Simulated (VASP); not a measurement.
Here is a VASP 6.6.1 calculation.

The input INCAR:

```
PREC = Accurate ; ENCUT = 520
EDIFF = 1E-6 ; ISMEAR = 0
SIGMA = 0.1 ; LREAL = F
LASPH = T ; NELM = 100
ALGO = Normal ; ISIF = 2
LWAVE = F ; LCHARG = F
GGA = PE ; NBANDS = 16
```

The input KPOINTS:

```
regular mesh
0
Gamma
  10 10 8
```

POSCAR

```
ZrB2
1.0
    3.1700000000      0.0000000000      0.0000000000
   -1.5850000000      2.7453010000      0.0000000000
    0.0000000000      0.0000000000      3.5330000000
Zr B
1 2
Direct
    0.0000000000      0.0000000000      0.0000000000
    0.3333333333      0.6666666667      0.5000000000
    0.6666666667      0.3333333333      0.5000000000
```

Potentials or basis: VASP PAW PBE potentials, release 64 (Zr_sv, B).

Launch:

```bash
$ cat potpaw_PBE.64/Zr_sv/POTCAR potpaw_PBE.64/B/POTCAR > POTCAR
$ mpirun -np 1 vasp_std > vasp.out
```

Problem. Estimate the pressure.

Solution. 0.9 GPa.

Problem. Estimate the band gap on the k mesh.

Solution. Zero (band 9 reaches 11.10 eV, above the bottom of band 10 at 10.29 eV).

Stress tensor (GPa, compression positive):
```
0.53 0.00 0.00
0.00 0.53 0.00
0.00 0.00 1.74
```
